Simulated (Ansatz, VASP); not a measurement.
**AlGa3N4 in VASP and in Ansatz**

Contents of INCAR:

```
ALGO = Normal
EDIFF = 1E-7
ENCUT = 520
GGA = PS
ISIF = 2
ISMEAR = 0
LASPH = True
LCHARG = False
LREAL = Auto
LUSENCCL = False
LWAVE = False
NBANDS = 76
NELM = 100
PREC = Accurate
SIGMA = 0.05
```

Contents of KPOINTS:

```
k-points
0
Gamma
  8 5 3
```

POSCAR

```
AlGa3N4
1.0
    0.0000000000     -3.1649847989      0.0000000000
    0.0035856878      0.0000000000     -5.4784941327
   10.2858975010      0.0000000000     -1.8257390853
Al Ga N
2 6 8
Direct
    0.5000000000      0.0507866607      0.8456517113
    0.5000000000      0.2174366607      0.3456517113
    0.5000000000      0.6334474664      0.0949083513
    0.5000000000      0.4667974664      0.5949083513
    0.0000000000      0.1368249312      0.0948636924
    0.0000000000     -0.0298250688      0.5948636924
    0.0000000000      0.7187373503      0.3452808907
    0.0000000000      0.5520873503      0.8452808907
    0.5000000000      0.3582046317      0.9051843767
    0.5000000000      0.5248546317      0.4051843767
    0.0000000000     -0.1277369164      0.9041729896
    0.0000000000      0.0389130836      0.4041729896
    0.0000000000      0.7819316253      0.1555718196
    0.0000000000      0.6152816253      0.6555718196
    0.5000000000      0.2790534690      0.1609661733
    0.5000000000      0.1124034690      0.6609661733
```

Input for Ansatz:

```yaml
crystal:
  lattice:
    - [0.0, -3.1649847989, 0.0]
    - [0.0035856878, 0.0, -5.4784941327]
    - [10.285897501, 0.0, -1.8257390853]
  atoms:
    - { symbol: Al, position: [0.5, 0.0507866607, 0.8456517113] }
    - { symbol: Al, position: [0.5, 0.2174366607, 0.3456517113] }
    - { symbol: Ga, position: [0.5, 0.6334474664, 0.0949083513] }
    - { symbol: Ga, position: [0.5, 0.4667974664, 0.5949083513] }
    - { symbol: Ga, position: [0.0, 0.1368249312, 0.0948636924] }
    - { symbol: Ga, position: [0.0, -0.0298250688, 0.5948636924] }
    - { symbol: Ga, position: [0.0, 0.7187373503, 0.3452808907] }
    - { symbol: Ga, position: [0.0, 0.5520873503, 0.8452808907] }
    - { symbol: "N", position: [0.5, 0.3582046317, 0.9051843767] }
    - { symbol: "N", position: [0.5, 0.5248546317, 0.4051843767] }
    - { symbol: "N", position: [0.0, -0.1277369164, 0.9041729896] }
    - { symbol: "N", position: [0.0, 0.0389130836, 0.4041729896] }
    - { symbol: "N", position: [0.0, 0.7819316253, 0.1555718196] }
    - { symbol: "N", position: [0.0, 0.6152816253, 0.6555718196] }
    - { symbol: "N", position: [0.5, 0.279053469, 0.1609661733] }
    - { symbol: "N", position: [0.5, 0.112403469, 0.6609661733] }
basis:
  ecutwfc: 420
kpoints:
  mp_grid: { grid: [8, 5, 3] }
hamiltonian:
  xc: pbesol
scf:
  occupations: { method: gaussian, width: 0.05 }
output:
  forces: true
  stress: true
  eigenvalues: true
  write_density: true
  write_potential: true
  elf: true
  volumetric_format: npy
```

Alike in both runs: task single point; functional PBEsol; k mesh 8 × 5 × 3; occupations gaussian, width 0.05 eV; no spin polarisation.

```csv
,VASP,Ansatz
version,VASP 6.6.1,Ansatz 0.2.0
potentials or method,"VASP PAW PBE potentials, release 64 (Al, Ga_d, N), cutoff 520 eV","scalar-relativistic, plane waves, PAW"
valence electrons in the cell,124,124
```

|  | VASP | Ansatz | Ansatz less VASP |
| --- | --- | --- | --- |
| gap on the k mesh at the Fermi level (eV) | 1.25 | 1.24 | -0.014 |
| least direct gap on the mesh (eV) | 1.30 | 1.29 | -0.015 |
| pressure (GPa) | -0.8 | -0.7 | +0.15 |
| traceless stress, the component that is largest in VASP (GPa) | 7.46 | 7.44 | -0.012 |
| rms of the force components (eV/Å) | 0.259 | 0.261 | +0.0021 |

VASP's potentials were made for PBE, not for PBEsol. Atom by atom the forces differ by 0.008 eV/Å (rms over components).
